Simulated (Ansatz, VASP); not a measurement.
## Two plane-wave programs on Br

The input INCAR:

```
PREC = Accurate
ENCUT = 600
EDIFF = 1E-6
ISMEAR = 0
SIGMA = 0.1
LREAL = False
LASPH = True
NELM = 80
ALGO = Normal
ISIF = 3
LWAVE = False
LCHARG = False
GGA = PE
IBRION = 2
NSW = 90
EDIFFG = -0.04
```

The input KPOINTS:

```
regular mesh
0
Gamma
  6 6 4
```

Contents of POSCAR:

```
Br
1.0
    3.8768777200      0.0000000000      0.0000000000
   -1.9384388600      3.3574746000      0.0000000000
    0.0000000000      0.0000000000      4.2452435700
Br
3
Direct
    0.0000000000      0.5000000000      0.3333333300
    0.5000000000      0.5000000000      0.6666666700
    0.5000000000      0.0000000000      0.0000000000
```

Input for Ansatz:

```yaml
crystal:
  lattice:
    - [3.87687772, 0.0, 0.0]
    - [-1.93843886, 3.3574746, 0.0]
    - [0.0, 0.0, 4.24524357]
  atoms:
    - { symbol: Br, position: [0.0, 0.5, 0.33333333] }
    - { symbol: Br, position: [0.5, 0.5, 0.66666667] }
    - { symbol: Br, position: [0.5, 0.0, 0.0] }
basis:
  ecutwfc: 420
kpoints:
  mp_grid: { grid: [6, 6, 4] }
hamiltonian:
  xc: pbe
scf:
  occupations: { method: gaussian, width: 0.1 }
  lower_state_search: "off"
output:
  forces: true
  stress: true
  eigenvalues: true
relax:
  adjacent_minimum: "off"
  f_tol: 0.04
  max_steps: 70
  cell: { stress_tol: 0.4 }
```

Alike in both runs: task relaxation of cell and atoms; functional PBE; k mesh 6 × 6 × 4; occupations gaussian, width 0.1 eV; no spin polarisation.

```csv
,VASP,Ansatz
version,VASP 6.6.1,Ansatz 0.2.0
potentials or method,"VASP PAW PBE potentials, release 64 (Br), cutoff 600 eV","scalar-relativistic, plane waves, PAW"
valence electrons in the cell,21,21
```

Ansatz gave:

* gap on the k mesh at the Fermi level, each at its own relaxed structure (eV): none
* relaxed volume (Å³/atom): 30.96
* relaxed cell length with the largest relative difference (Å): 4.076

**Question.** Which values does VASP return?

**Answer.** gap on the k mesh at the Fermi level, each at its own relaxed structure (eV): none; relaxed volume (Å³/atom): 30.56; relaxed cell length with the largest relative difference (Å): 4.040.

A gap of «none» marks a metal or a gap that the smearing closes.

The k mesh is coarse, so the values compare programs but aren't converged. Noted on VASP's run: the volume moved by over 15 % at a fixed basis, so the end points are rough.
